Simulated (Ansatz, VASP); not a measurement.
Given: the input of a run of Ansatz 0.2.0 on NaF.

The input input.yaml:

```yaml
crystal:
  lattice:
    - [0.0, 2.365501748, 2.365501748]
    - [2.365501748, 0.0, 2.365501748]
    - [2.365501748, 2.365501748, 0.0]
  atoms:
    - { symbol: Na, position: [0.0, 0.0, 0.0] }
    - { symbol: F, position: [0.5, 0.5, 0.5] }
hamiltonian:
  xc: r2scan
  pseudopotentials: { kind: paw }
kpoints:
  mp_grid: { grid: [10, 10, 10] }
scf:
  occupations: { method: fermi_dirac, width: 0.05 }
output:
  forces: true
  stress: true
  eigenvalues: true
```

Potentials or basis: Ansatz PAW.

Run with:

```console
$ ansatz run input.yaml --threads 1 --pin off --max-ram 3584MiB --backend cpu --events-out ev --progress --plain --runs-dir out
```

Q: Translate it to VASP 6.6.1. Potentials there: VASP PAW PBE potentials, release 64 (Na_pv, F).

A: As run (the cutoff follows the program's own potentials):

The input POSCAR:

```
NaF
1.0
    0.0000000000      2.3655017480      2.3655017480
    2.3655017480      0.0000000000      2.3655017480
    2.3655017480      2.3655017480      0.0000000000
Na F
1 1
Direct
    0.0000000000      0.0000000000      0.0000000000
    0.5000000000      0.5000000000      0.5000000000
```

File INCAR.step1:

```
ALGO     = Normal         # electronic algorithm
EDIFF    = 1E-4           # SCF threshold, eV
ENCUT    = 520            # plane-wave cutoff, eV
GGA      = PE             # functional
ISMEAR   = -1             # smearing method
LASPH    = T              # aspherical terms in the spheres
LCHARG   = F              # write CHGCAR
LREAL    = F              # projectors in reciprocal space
LWAVE    = T              # write WAVECAR
NBANDS   = 14             # bands
NELM     = 80             # most SCF steps
PREC     = Accurate       # precision mode
SIGMA    = 0.05           # smearing width, eV
```

Contents of INCAR.step2:

```
ALGO     = Normal         # electronic algorithm
EDIFF    = 1E-6           # SCF threshold, eV
ENCUT    = 520            # plane-wave cutoff, eV
ISIF     = 2              # what is computed and relaxed
ISMEAR   = -1             # smearing method
ISTART   = 1            
LASPH    = T              # aspherical terms in the spheres
LCHARG   = F              # write CHGCAR
LMIXTAU  = T            
LREAL    = F              # projectors in reciprocal space
LWAVE    = F              # write WAVECAR
METAGGA  = R2SCAN         # meta-GGA
NBANDS   = 14             # bands
NELM     = 80             # most SCF steps
PREC     = Accurate       # precision mode
SIGMA    = 0.05           # smearing width, eV
```

The input KPOINTS:

```
k-points
0
Gamma
  10 10 10
```

Potentials or basis: VASP PAW PBE potentials, release 64 (Na_pv, F).

The run is started by

```sh
$ cat potpaw_PBE.64/Na_pv/POTCAR potpaw_PBE.64/F/POTCAR > POTCAR
$ cp INCAR.step1 INCAR
$ mpirun -np 1 vasp_std > vasp.out
$ cp INCAR.step2 INCAR
$ mpirun -np 1 vasp_std > vasp.out
```

Both were run:

|  | VASP | Ansatz | Ansatz less VASP |
| --- | --- | --- | --- |
| gap on the k mesh at the Fermi level (eV) | 6.83 | 6.80 | -0.035 |
| least direct gap on the mesh (eV) | 6.83 | 6.80 | -0.035 |
| pressure (GPa) | -4.4 | -3.9 | +0.49 |

VASP's potentials were made for PBE, not for r2SCAN. With one functional, cell and mesh, what is left measures potentials, basis and numerics. VASP's potentials hold 14 valence electrons a cell and Ansatz's 16, so a difference there can come from the potentials and not from the codes.
